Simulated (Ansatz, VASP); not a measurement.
## One calculation of Ga2N, two programs

```
CELL_PARAMETERS angstrom
1.87687 -2.54928 0.00000
1.87687 2.54928 0.00000
0.00000 0.00000 4.38940
ATOMIC_POSITIONS crystal
Ga 0.00000 0.50000 0.21762
Ga 0.50000 0.00000 0.78238
N 0.00000 0.00000 0.50000
```

Alike in both runs: task relaxation of cell and atoms; functional PBE; k mesh 16 × 16 × 10; occupations gaussian, width 0.1 eV; no spin polarisation.

|  | VASP | Ansatz |
| --- | --- | --- |
| version | VASP 6.6.1 | Ansatz 0.2.0 |
| potentials or method | VASP PAW PBE potentials, release 64 (Ga_d, N), cutoff 600 eV | scalar-relativistic, plane waves, PAW |
| valence electrons in the cell | 31 | 31 |

```csv
,VASP,Ansatz,Ansatz less VASP
"gap on the k mesh at the Fermi level, each at its own relaxed structure (eV)",none,none,-
relaxed volume (Å³/atom),13.98,13.98,-0.005
relaxed length of the cell vector where the two differ most in proportion (Å),3.170,3.169,-0.0006
```

A gap of «none» marks a metal or a gap that the smearing closes.
